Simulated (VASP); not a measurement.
# Ga3Se (Pm-3m) in VASP: a series of runs, part 2 of 2

VASP 6.6.1.

## (4) Density of states, BLYP

POSCAR reads:

```
Ga3Se
1.0
    4.4324650000      0.0000000000      0.0000000000
    0.0000000000      4.4324650000      0.0000000000
    0.0000000000      0.0000000000      4.4324650000
Se Ga
1 3
Direct
    0.0000000000      0.0000000000      0.0000000000
    0.5000000000      0.5000000000      0.0000000000
    0.5000000000      0.0000000000      0.5000000000
    0.0000000000      0.5000000000      0.5000000000
```

INCAR.step1 reads:

```
SYSTEM = Ga3Se
AGGAC = 1.0
AGGAX = 1.0
ALDAC = 0.0
ALDAX = 1.0
ALGO = Normal
EDIFF = 1E-6
ENCUT = 520
GGA = B5
ISIF = 2
ISMEAR = -1
LASPH = .TRUE.
LCHARG = .TRUE.
LREAL = .FALSE.
LWAVE = .FALSE.
NBANDS = 30
NELM = 100
PREC = Accurate
SIGMA = 0.05
```

KPOINTS.step1 reads:

```
k-points
0
G
  4 4 4
  0 0 0
```

INCAR.step2 reads:

```
SYSTEM = Ga3Se
AGGAC = 1.0
AGGAX = 1.0
ALDAC = 0.0
ALDAX = 1.0
ALGO = Normal
EDIFF = 1E-6
ENCUT = 520
GGA = B5
ICHARG = 11
ISIF = 2
ISMEAR = -5
LASPH = .TRUE.
LCHARG = .FALSE.
LORBIT = 10
LREAL = .FALSE.
LWAVE = .FALSE.
NBANDS = 30
NEDOS = 1001
NELM = 100
PREC = Accurate
SIGMA = 0.05
```

KPOINTS.step2 reads:

```
k-points
0
G
  6 6 6
  0 0 0
```

Potentials or basis: VASP PAW PBE potentials, release 64 (Se, Ga_d).

Command:

```
> cat potpaw_PBE.64/Se/POTCAR potpaw_PBE.64/Ga_d/POTCAR > POTCAR
> cp INCAR.step1 INCAR
> cp KPOINTS.step1 KPOINTS
> mpirun -np 1 vasp_std > vasp.out
> cp INCAR.step2 INCAR
> cp KPOINTS.step2 KPOINTS
> mpirun -np 1 vasp_std > vasp.out
```

OUTCAR:

```text
SYSTEM = Ga3Se
   EDIFF = 1E-6
   ENCUT = 520
   GGA = B5
   ICHARG = 11
   ISIF = 2
   ISMEAR = -5
   LASPH = .TRUE.
   LORBIT = 10
   LREAL = .FALSE.
   NELM = 100
   PREC = Accurate

 ion  position               nearest neighbor table
   1  0.000  0.000  0.000-
   2  0.500  0.500  0.000-
   3  0.500  0.000  0.500-
   4  0.000  0.500  0.500-

  LATTYP: Found a simple cubic cell.
 ALAT       =     4.4324650000

  Lattice vectors:

 A1 = (   4.4324650000,   0.0000000000,   0.0000000000)
 A2 = (   0.0000000000,   4.4324650000,   0.0000000000)
 A3 = (   0.0000000000,   0.0000000000,   4.4324650000)

Analysis of symmetry for initial positions (statically):
=====================================================================
 Subroutine PRICEL returns:
 Original cell was already a primitive cell.

 Routine SETGRP: Setting up the symmetry group for a
 simple cubic supercell.

 Subroutine GETGRP returns: Found 48 space group operations
 (whereof 48 operations were pure point group operations)
 out of a pool of 48 trial point group operations.

The static configuration has the point symmetry O_h .

Analysis of symmetry for dynamics (positions and initial velocities):
=====================================================================
 Subroutine PRICEL returns:
 Original cell was already a primitive cell.

 Routine SETGRP: Setting up the symmetry group for a
 simple cubic supercell.

 Subroutine GETGRP returns: Found 48 space group operations
 (whereof 48 operations were pure point group operations)
 out of a pool of 48 trial point group operations.

The dynamic configuration has the point symmetry O_h .

 Subroutine INISYM returns: Found 48 space group operations
 (whereof 48 operations are pure point group operations),
 and found     1 'primitive' translations

----------------------------------------------------------------------------------------

                                     Primitive cell

  volume of cell :      87.0835

  direct lattice vectors                    reciprocal lattice vectors
     4.432465000  0.000000000  0.000000000     0.225608098  0.000000000  0.000000000
     0.000000000  4.432465000  0.000000000     0.000000000  0.225608098  0.000000000
     0.000000000  0.000000000  4.432465000     0.000000000  0.000000000  0.225608098

  length of vectors
     4.432465000  4.432465000  4.432465000     0.225608098  0.225608098  0.225608098

  position of ions in fractional coordinates (direct lattice)
     0.000000000  0.000000000  0.000000000
     0.500000000  0.500000000  0.000000000
     0.500000000  0.000000000  0.500000000
     0.000000000  0.500000000  0.500000000

  ion indices of the primitive-cell ions
   primitive index   ion index
                 1           1
                 2           2
                 3           3
                 4           4

----------------------------------------------------------------------------------------

 KPOINTS: k-points

[... 27 lines left out ...]
  0.166667  0.000000  0.000000      6.000000
  0.333333  0.000000  0.000000      6.000000
  0.500000  0.000000  0.000000      3.000000
  0.166667  0.166667  0.000000     12.000000
  0.333333  0.166667  0.000000     24.000000
[... 12 lines left out ...]
  0.500000  0.500000  0.333333      6.000000
  0.500000  0.500000  0.500000      1.000000
   k-points           NKPTS =     20   k-points in BZ     NKDIM =     20   number of bands    NBANDS=     30
   number of dos      NEDOS =   1001   number of ions     NIONS =      4
   total plane-waves  NPLWV =  46656
   dimension x,y,z NGX =    36 NGY =   36 NGZ =   36
   dimension x,y,z NGXF=    72 NGYF=   72 NGZF=   72
   ions per type =               1   3
   NGX,Y,Z   is equivalent  to a cutoff of  13.50, 13.50, 13.50 a.u.
   NGXF,Y,Z  is equivalent  to a cutoff of  27.00, 27.00, 27.00 a.u.
 SYSTEM =  Ga3Se
   PREC   = accura    normal or accurate (medium, high low for compatibility)
   ISTART =      0    job   : 0-new  1-cont  2-samecut
   ICHARG =     11    charge: 1-file 2-atom 10-const
   ISPIN  =      1    spin polarized calculation?
   LNONCOLLINEAR =      F non collinear calculations
   LSORBIT =      F    spin-orbit coupling
   LASPH  =      T    aspherical Exc in radial PAW
   ENCUT  =  520.0 eV  38.22 Ry    6.18 a.u.   8.24  8.24  8.24*2*pi/ulx,y,z
   NELM   =    100;   NELMIN=  2; NELMDL=  0     # of ELM steps
   EDIFF  = 0.1E-05   stopping-criterion for ELM
   LREAL  =      F    real-space projection
   EDIFFG = 0.1E-04   stopping-criterion for IOM
   NSW    =      0    number of steps for IOM
   IBRION =     -1    ionic relax: 0-MD 1-quasi-New 2-CG
   NFREE  =      0    steps in history (QN), initial steepest desc. (CG)
   ISIF   =      2    stress and relaxation
   ISYM   =      2    0-nonsym 1-usesym 2-fastsym
   POTIM  = 0.5000    time-step for ionic-motion
   TEBEG  =    0.0;   TEEND  =   0.0 temperature during run
   PSTRESS=    0.0 pullay stress
   NELECT =      45.0000    total number of electrons
   NUPDOWN=      -1.0000    fix difference up-down
   EMIN   =  10.00;   EMAX   =-10.00  energy-range for DOS
   EFERMI =   0.00;   METHOD = LEGACY
   ISMEAR =    -5;   SIGMA  =   0.05  broadening in eV -4-tet -1-fermi 0-gaus
   EFERMI_NEDOS =   21; number of points for ismear=-14 and -15
   IALGO  =     38    algorithm
   IMIX   =      4    mixing-type and parameters
     AMIX     =   0.40;   BMIX     =  1.00
     AMIX_MAG =   1.60;   BMIX_MAG =  1.00
  volume/ion in A,a.u.               =      21.77       146.92
  Fermi-wavevector in a.u.,A,eV,Ry     =   1.313713  2.482557 23.481488  1.725841
  Thomas-Fermi vector in A             =   2.444016
   LORBIT       =     10    0 simple, 1 ext, 2 COOP (PROOUT), +10 PAW based schemes
   GGA     = B5    functional components
   LHFCALC =     F    Hartree Fock is set to
   AEXX    =    0.0000 exact exchange contribution
   IVDW    =     0    specifies the selected vdW correction
   LEPSILON=     F    determine dielectric tensor
   LRPA    =     F    only Hartree local field effects (RPA)
 non-spin polarized calculation
 Fermi weights with tetrahedron method with Bloechl corrections
  energy-cutoff  :      520.00
  volume of cell :       87.08
 maximum number of plane-waves:      2364
 NGX is ok and might be reduce to    36

 number of electron      44.9999944 magnetization

 Free energy of the ion-electron system (eV)
  ---------------------------------------------------
  ext. energy  EPLUGINS =         0.00000000
  ---------------------------------------------------
  free energy    TOTEN  =        -9.76570149 eV

  energy without entropy =       -9.76570149  energy(sigma->0) =       -9.76570149

 E-fermi :   5.1309     XC(G=0):  -9.6803

 val. band max:        5.1317983029   @ k =   0.5000   0.3333   0.1667
 cond. band min:       4.8593167833   @ k =   0.5000   0.0000   0.0000
 fundamental gap:     -0.2724815196
 Fermi energy:         5.1309428744

 k-point     1 :       0.0000    0.0000    0.0000
  band No.  band energies     occupation
      1     -10.1065      2.00000
      2     -10.0914      2.00000
      3     -10.0914      2.00000
      4     -10.0914      2.00000
      5     -10.0364      2.00000
      6     -10.0364      2.00000
[... 649 lines left out ...]
     29      13.3967      0.00000
     30      13.3967      0.00000

------------------------ aborting loop because EDIFF is reached ----------------------------------------

  FORCE on cell =-STRESS in cart. coord.  units (eV):
  Direction    XX          YY          ZZ          XY          YZ          ZX
  --------------------------------------------------------------------------------------
  -------------------------------------------------------------------------------------
  Total        2.5885565      2.5885565      2.5885565     -0.0000000      0.0000000     -0.0000000
  in kB       47.6247033     47.6247033     47.6247033     -0.0000000      0.0000000     -0.0000000
  external PRESSURE =      47.6247033 kB  Pullay stress =       0.0000000 kB

 VOLUME and BASIS-vectors are now :
 -----------------------------------------------------------------------------
  energy-cutoff  :      520.00
  volume of cell :       87.08
      direct lattice vectors                 reciprocal lattice vectors
     4.432465000  0.000000000  0.000000000     0.225608098  0.000000000  0.000000000
     0.000000000  4.432465000  0.000000000     0.000000000  0.225608098  0.000000000
     0.000000000  0.000000000  4.432465000     0.000000000  0.000000000  0.225608098

 POSITION                                       TOTAL-FORCE (eV/Angst)
 -----------------------------------------------------------------------------------
      0.00000      0.00000      0.00000         0.000000      0.000000      0.000000
      2.21623      2.21623      0.00000         0.000000      0.000000      0.000000
      2.21623      0.00000      2.21623         0.000000      0.000000      0.000000
      0.00000      2.21623      2.21623         0.000000      0.000000      0.000000
 -----------------------------------------------------------------------------------
    total drift:                                0.000000      0.000000      0.000000

  FREE ENERGIE OF THE ION-ELECTRON SYSTEM (eV)
  ---------------------------------------------------
  free  energy   TOTEN  =        -9.7657014914 eV

  energy  without entropy=       -9.7657014914  energy(sigma->0) =       -9.76570149

 total charge

# of ion       s       p       d       tot
------------------------------------------
    1        1.508   2.239   0.024   3.770
    2        1.167   0.366   9.948  11.480
    3        1.167   0.366   9.948  11.480
    4        1.167   0.366   9.948  11.480
--------------------------------------------------
tot          5.008   3.337  29.867  38.211
```

Run time: 46 s. Hardware: 1 thread of Intel Xeon Platinum 8488C (Sapphire Rapids), shared host; peak memory 0.2 GiB.

Results:

| Property | Result |
| --- | --- |
| Valence electrons inside the program's atomic spheres | Se 3.77; Ga 11.48 |

Levels at points of the mesh, in eV from the Fermi level:
```
           k point  band 19  band 20  band 21  band 22  band 23  band 24  band 25  band 26  band 27  band 28
(0.00, 0.00, 0.00)    -3.69    -3.69    -3.09    -3.09     1.51     1.51     1.51     4.27     4.27     4.27
(0.50, 0.00, 0.00)    -2.76    -2.76    -2.52    -1.04    -0.27    -0.27     1.31     3.83     4.08     4.08
(0.50, 0.50, 0.00)    -6.51    -2.13    -0.86    -0.86    -0.71     1.20     1.67     1.67     1.80     5.18
(0.50, 0.50, 0.50)    -5.28    -4.77    -4.77    -4.77    -3.47     3.87     3.87     3.87     8.17     8.18
```

Caveat: the PAW data sets were made with another functional, which shifts forces and pressure a little; tetrahedron occupations give inexact forces and stress in metals.
